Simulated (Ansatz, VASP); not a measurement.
# Ti: VASP and Ansatz over several settings

```
Ti
1.0
     0.00000    2.03000    2.03000
     2.03000    0.00000    2.03000
     2.03000    2.03000    0.00000
Ti
1
Cartesian
  0.0000 0.0000 0.0000
```

Single points on this cell with VASP 6.6.1 and Ansatz 0.2.0. Each row is one pair of runs. Alike in all rows: spin: off; k mesh: 11 × 11 × 11.

| level | smearing | VASP's potentials, cutoff | Ansatz's potentials, cutoff | gap on the k mesh at the Fermi level (eV), VASP | gap on the k mesh at the Fermi level (eV), Ansatz | pressure (GPa), VASP | pressure (GPa), Ansatz |
| --- | --- | --- | --- | --- | --- | --- | --- |
| PBE | gaussian, width 0.017 eV | VASP PAW PBE potentials, release 64 (Ti_sv), 520 eV | Ansatz PAW, 420 eV | none | none | 3.5 | 3.8 |
| PBE | gaussian, width 0.019 eV | VASP PAW PBE potentials, release 64 (Ti_sv), 520 eV | Ansatz PAW, 420 eV | none | none | 3.5 | 3.8 |
| PBE | gaussian, width 0.023 eV | VASP PAW PBE potentials, release 64 (Ti_sv), 520 eV | Ansatz PAW, 420 eV | none | none | 3.5 | 3.8 |
| PBE | gaussian, width 0.025 eV | VASP PAW PBE potentials, release 64 (Ti_sv), 520 eV | Ansatz PAW, 420 eV | none | none | 3.5 | 3.8 |
| r2SCAN | fermi-dirac, width 0.05 eV | VASP PAW PBE potentials, release 64 (Ti_sv), 520 eV | Ansatz PAW, 500 eV | none | none | 4.7 | 4.2 |
| revPBE | fermi-dirac, width 0.01 eV | VASP PAW PBE potentials, release 64 (Ti_sv), 520 eV | PseudoDojo stringent (PBEsol files), 1143 eV | none | none | 6.0 | 6.1 |
| PBE | gaussian, width 0.018 eV | VASP PAW PBE potentials, release 64 (Ti_sv), 500 eV | Ansatz PAW, 420 eV | none | none | 3.5 | 3.8 |
| PBE | gaussian, width 0.021 eV | VASP PAW PBE potentials, release 64 (Ti_sv), 500 eV | Ansatz PAW, 420 eV | none | none | 3.5 | 3.8 |

Pressure (GPa): the two programs differ by at most 0.44.

A gap of «none» marks a metal or a gap that the smearing closes.

Noted on Ansatz's runs: the potentials were made for another functional, which shifts forces and pressure.
